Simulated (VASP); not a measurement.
A run of VASP 6.6.1 is set up as follows.

POSCAR

```
TeW
1.0
    0.0000000000      3.0241765070      3.0241765070
    3.0241765070      0.0000000000      3.0241765070
    3.0241765070      3.0241765070      0.0000000000
W Te
1 1
Direct
    0.0000000000      0.0000000000      0.0000000000
    0.2500000000      0.2500000000      0.2500000000
```

Contents of INCAR.step1:

```
PREC = Accurate
ENCUT = 520
ISMEAR = 0
SIGMA = 0.1
LREAL = False
LASPH = True
NELM = 100
NBANDS = 17
GGA = PE
ALGO = Normal
EDIFF = 1E-4
LWAVE = True
LCHARG = False
```

Contents of INCAR.step2:

```
PREC = Accurate
ENCUT = 520
EDIFF = 1E-6
ISMEAR = 0
SIGMA = 0.1
LREAL = False
LASPH = True
NELM = 100
ALGO = Normal
ISIF = 2
LWAVE = False
LCHARG = True
METAGGA = R2SCAN
LMIXTAU = True
LELF = True
LVHAR = True
NBANDS = 17
ISTART = 1
```

File KPOINTS:

```
Automatic mesh
0
Gamma
  12 12 12
```

Potentials or basis: VASP PAW PBE potentials, release 64 (W_sv, Te).

Launch:

```sh
$ cat potpaw_PBE.64/W_sv/POTCAR potpaw_PBE.64/Te/POTCAR > POTCAR
$ cp INCAR.step1 INCAR
$ mpirun -np 1 vasp_std > vasp.out
$ cp INCAR.step2 INCAR
$ mpirun -np 1 vasp_std > vasp.out
```

Predict the pressure.

0.6 GPa.

Estimate the band gap on the k mesh.

zero (bands 10 and 11 overlap by 0.22 eV).

Caveat: the PAW data sets were made with another functional, which shifts forces and pressure a little; spin-orbit coupling is left out, which moves the levels of the heavy elements.
